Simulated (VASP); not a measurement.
Runs of VASP 6.6.1 on Lu. The structure is that of space group Im-3m (No. 229), or close to it. The cells are those of the table. 

```tsv
task	cell	cutoff (eV)	gap on the mesh (eV)	pressure (GPa)
relaxation of cell and atoms	relaxed from a = 3.369 Å, angles 70.5, 109.5, 70.5°, 1 atom	600	none	0.1
single point	a = 3.323 Å, angles 70.5, 109.5, 70.5°, 1 atom	520	none	0.1
single point	a = 3.124 Å, angles 70.5, 109.5, 70.5°, 1 atom	520	none	(a)
single point	a = 3.003 Å, angles 70.5, 109.5, 70.5°, 1 atom	520	none	20.6
relaxation of cell and atoms	relaxed to 20 GPa from a = 3.369 Å, angles 70.5, 109.5, 70.5°, 1 atom	600	none	20.0
relaxation of cell and atoms	relaxed to 10 GPa from a = 3.369 Å, angles 70.5, 109.5, 70.5°, 1 atom	600	none	10.0
single point	a = 2.918 Å, angles 70.5, 109.5, 70.5°, 1 atom	520	none	30.7
```

Alike in all rows: level PBEsol; potentials or basis VASP PAW PBE potentials, release 64 (Lu); no spin polarisation; k mesh 6 × 6 × 6; smearing gaussian 0.05 eV.

Problem. Estimate the missing entries.

Solution. (a) 10.4.

Caveats: all runs use coarse meshes; the PAW data sets were made with another functional, which shifts forces and pressure a little; spin-orbit coupling is left out, which moves the levels of the heavy elements; the cell is relaxed towards a set pressure, so the enthalpy falls and the energy may rise (some runs).

A k mesh can miss the band edges, and the runs leave out spin-orbit coupling on Lu.

A gap of «none» marks levels without a gap at the run's occupations.
